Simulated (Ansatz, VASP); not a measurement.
# One calculation of ZnSe, two programs

```
CELL_PARAMETERS angstrom
0.00000 2.83244 2.83244
2.83244 0.00000 2.83244
2.83244 2.83244 0.00000
ATOMIC_POSITIONS crystal
Zn 0.00000 0.00000 0.00000
Se 0.75000 0.75000 0.75000
```

Alike in both runs: task single point; functional LDA; k mesh 4 × 4 × 4; occupations gaussian, width 0.1 eV; no spin polarisation.

|  | VASP | Ansatz |
| --- | --- | --- |
| version | VASP 6.6.1 | Ansatz 0.2.0 |
| potentials or method | VASP PAW LDA potentials, release 64 (Zn, Se), cutoff 500 eV | scalar-relativistic, plane waves, PAW |
| valence electrons in the cell | 18 | 28 |

```tsv
	VASP	Ansatz	Ansatz less VASP
gap on the k mesh at the Fermi level (eV)	1.05	1.02	-0.037
least direct gap on the mesh (eV)	1.05	1.02	-0.037
pressure (GPa)	-2.7	-3.0	-0.30
```

LDA's correlation is that of Perdew and Zunger in VASP and of Perdew and Wang (1992) in Ansatz. VASP's potentials hold 18 valence electrons a cell and Ansatz's 28, so a difference there can come from the potentials and not from the codes.

The k mesh is coarse, so the values compare programs but aren't converged.
